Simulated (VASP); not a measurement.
**CO2: single point with PBEsol**

The system is CO2.

```
C O
1.0
     4.59463    0.00000    0.00000
     0.00000    4.59463    0.00000
     0.28709    0.00000    4.78481
C O
2 4
Direct
  0.50000 0.50000 0.50000
  0.00000 0.00000 0.00000
  0.32039 0.67961 0.50000
  0.67961 0.32039 0.50000
  0.17961 0.17961 0.00000
  0.82039 0.82039 0.00000
```

```yaml
Program: VASP 6.6.1
Task: single point
Functional: PBEsol
Potentials_or_basis: VASP PAW PBE potentials, release 64 (C, O)
Cutoff: 520 eV
k_mesh: 6 × 6 × 6
Occupations: gaussian, width 0.02 eV
Spin: no spin polarisation
Dipole_correction: no
Further_INCAR_settings: ALGO = Normal; EDIFF = 1e-06; NBANDS = 25
```

```yaml
Pressure: 1.5 GPa
Largest_force: 0.703 eV/Å
Band_gap_on_the_k_mesh: 6.57 eV (least direct gap 6.74 eV)
```

Forces on the atoms (eV/Å):
```
C    0.000  0.000  0.000
C    0.000  0.000  0.000
O   -0.498  0.497  0.007
O    0.498 -0.497 -0.007
O    0.498  0.497 -0.007
O   -0.498 -0.497  0.007
```

Stress tensor (GPa, compression positive):
```
 2.38  0.00 -0.16
 0.00  2.37  0.00
-0.16  0.00 -0.27
```

Levels at points of the mesh, in eV from the valence-band top:
| k point | band 13 | band 14 | band 15 | band 16 | band 17 | band 18 | band 19 | band 20 |
| --- | --- | --- | --- | --- | --- | --- | --- | --- |
| (0.00, 0.00, 0.00) | -0.86 | -0.30 | -0.27 | -0.18 | 6.57 | 7.89 | 8.25 | 8.26 |
| (0.50, 0.00, 0.00) | -0.28 | -0.28 | -0.27 | -0.27 | 8.27 | 8.27 | 8.38 | 8.38 |
| (0.00, 0.50, 0.00) | -0.29 | -0.29 | -0.27 | -0.27 | 8.27 | 8.27 | 8.38 | 8.38 |
| (0.50, 0.50, 0.00) | -0.36 | -0.36 | 0.00 | 0.00 | 8.36 | 8.36 | 8.49 | 8.49 |
| (0.00, 0.00, 0.50) | -0.54 | -0.54 | -0.27 | -0.27 | 8.03 | 8.03 | 8.33 | 8.33 |
| (0.50, 0.00, 0.50) | -0.56 | -0.49 | -0.16 | -0.07 | 8.16 | 8.17 | 8.58 | 8.61 |
| (0.00, 0.50, 0.50) | -0.52 | -0.52 | -0.12 | -0.12 | 8.16 | 8.16 | 8.60 | 8.60 |
| (0.50, 0.50, 0.50) | -0.30 | -0.30 | 0.00 | 0.00 | 7.99 | 7.99 | 8.44 | 8.44 |

Run time: 4 min on 1 thread of Intel Xeon 8259CL, on a shared host, peak memory 0.3 GiB.

Caveat: this functional lacks dispersion, which holds the molecules together, so the pressure and a relaxed volume are unreliable; the PAW data sets were made with another functional, which shifts forces and pressure a little. A k mesh can miss the band edges.
